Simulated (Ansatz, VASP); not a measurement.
## Ta in VASP and in Ansatz

```
Ta
1.0
    -1.65128    1.65128    1.78338
     1.65128   -1.65128    1.78338
     1.65128    1.65128   -1.78338
Ta
1
Direct
  0.00000 0.00000 0.00000
```

Change from the starting cell: strain +0.000 along x and y, +0.080 along z, atoms carried along.

Alike in both runs: task single point; functional PBEsol; k mesh 20 × 20 × 20; occupations gaussian, width 0.15 eV; no spin polarisation.

|  | VASP | Ansatz |
| --- | --- | --- |
| version | VASP 6.6.1 | Ansatz 0.2.0 |
| potentials or method | VASP PAW PBE potentials, release 64 (Ta_pv), cutoff 520 eV | scalar-relativistic, plane waves, PAW |
| valence electrons in the cell | 11 | 13 |

VASP gave:

```
gap on the k mesh at the Fermi level (eV)                     : none
pressure (GPa)                                                : -16.2
traceless stress, the component that is largest in VASP (GPa) : -4.16
```

Problem. What did Ansatz give for the same quantities?

Solution. gap on the k mesh at the Fermi level (eV): none; pressure (GPa): -16.2; traceless stress, the component that is largest in VASP (GPa): -4.17.

VASP's potentials were made for PBE, not for PBEsol. A gap of «none» marks a metal or a gap that the smearing closes. VASP's potentials hold 11 valence electrons a cell and Ansatz's 13, so a difference there can come from the potentials and not from the codes.

Spin-orbit coupling is off throughout.
